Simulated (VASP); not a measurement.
A run of VASP 6.6.1:

The input INCAR:

```
SYSTEM = O
PREC = Accurate
ENCUT = 600
EDIFF = 1E-6
ISMEAR = 0
SIGMA = 0.15
LREAL = .False.
LASPH = .True.
NELM = 120
ALGO = Normal
ISIF = 2
LWAVE = .False.
LCHARG = .False.
GGA = PS
NBANDS = 13
GGA_COMPAT = .False.
```

Contents of KPOINTS:

```
Automatic mesh
0
Gamma
  20 20 20
  0 0 0
```

The input POSCAR:

```
O
1.0
    0.0000000000      1.6973584911      4.5784995314
    1.7031778763      0.0000000000      4.5784995314
    1.7031778763      1.6973584911      0.0000000000
O
2
Direct
    0.0512616047      0.0512616047      0.9487383953
    0.9487383953      0.9487383953      0.0512616047
```

Potentials or basis: VASP PAW PBE potentials, release 64 (O).

Launch:

```sh
$ cat potpaw_PBE.64/O/POTCAR > POTCAR
$ mpirun -np 1 vasp_std > vasp.out
```

Hardware: 1 thread of Oxide Virtual Turin-like Processor, on a shared host.

Question: Estimate the wall time of this run.

Answer: Run time: 8.2 min on 1 thread of Oxide Virtual Turin-like Processor, with other jobs on the host, peak memory 0.43 GiB. Counts: scf iterations 12, k points 1166.
